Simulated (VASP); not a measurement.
**BN: single point with PBE+D3(BJ)**

The system is BN.

```xyz
8
Lattice="-2.5064 0.0000 0.0000 -1.2532 -2.1706 0.0000 -1.0026 0.0000 13.2337" Properties=species:S:1:pos:R:3 pbc="T T T"
B    -1.2532   -0.7235   11.5795
B    -1.2532   -0.7235    4.9626
B    -2.5064   -1.4471    1.6542
B    -2.5064   -1.4471    8.2711
N    -1.2532   -0.7235    1.6542
N    -1.2532   -0.7235    8.2711
N    -2.5064   -1.4471   11.5795
N    -2.5064   -1.4471    4.9626
```

This cell differs from its parent crystal: the part above a cut slid along it.

* Program: VASP 6.6.1
* Task: single point
* Functional: PBE
* Dispersion: D3(BJ)
* Potentials or basis: VASP PAW PBE potentials, release 64 (B, N)
* Cutoff: 520 eV
* k mesh: 10 × 10 × 2
* Occupations: gaussian, width 0.05 eV
* Spin: no spin polarisation
* Dipole correction: no
* Further INCAR settings: ALGO = Normal; EDIFF = 1e-06; NBANDS = 26

| Property | Result |
| --- | --- |
| Pressure | 0.1 GPa |
| Largest force | 0.045 eV/Å |
| Band gap on the k mesh | 3.92 eV (least direct gap 4.27 eV) |
| Dispersion energy per atom | -0.141 eV |

Forces on the atoms (eV/Å):
```
B   -0.002  0.015 -0.029
B    0.000  0.000  0.001
B    0.002 -0.015  0.029
B    0.000  0.000 -0.001
N    0.009  0.042  0.012
N    0.000  0.000  0.000
N   -0.009 -0.042 -0.012
N    0.000  0.000  0.000
```

Stress tensor (GPa, compression positive):
```
0.05 0.05 0.08
0.05 0.05 0.20
0.08 0.20 0.18
```

Levels at points of the mesh, in eV from the valence-band top:
```csv
k point,band 13,band 14,band 15,band 16,band 17,band 18,band 19,band 20
"(0.00, 0.00, 0.00)",-1.42,-1.41,-1.41,-1.40,5.17,7.53,7.56,10.21
"(0.50, 0.00, 0.00)",-1.54,-1.04,-1.03,-0.50,3.92,4.58,4.78,5.65
"(0.50, 0.50, 0.00)",-1.44,-1.25,-0.79,-0.65,4.15,4.31,5.22,5.28
"(0.00, 0.50, 0.00)",-1.56,-1.02,-1.02,-0.52,4.17,4.59,4.65,5.50
"(0.00, 0.00, 0.50)",-1.42,-1.41,-1.41,-1.40,5.86,5.88,9.31,9.35
"(0.50, 0.00, 0.50)",-1.41,-1.38,-0.67,-0.64,3.97,4.31,5.23,5.42
"(0.50, 0.50, 0.50)",-1.47,-1.14,-0.95,-0.57,4.04,4.70,4.73,5.49
"(0.00, 0.50, 0.50)",-1.40,-1.40,-0.66,-0.65,4.24,4.27,5.16,5.23
```

It took 79 s on 1 thread of Intel(R) Xeon(R) 6975P-C (Granite Rapids) (shared host), peak memory 0.28 GiB.

Caveat: the cell differs from its parent crystal (the part above a cut slid along it). A k mesh can miss the band edges.
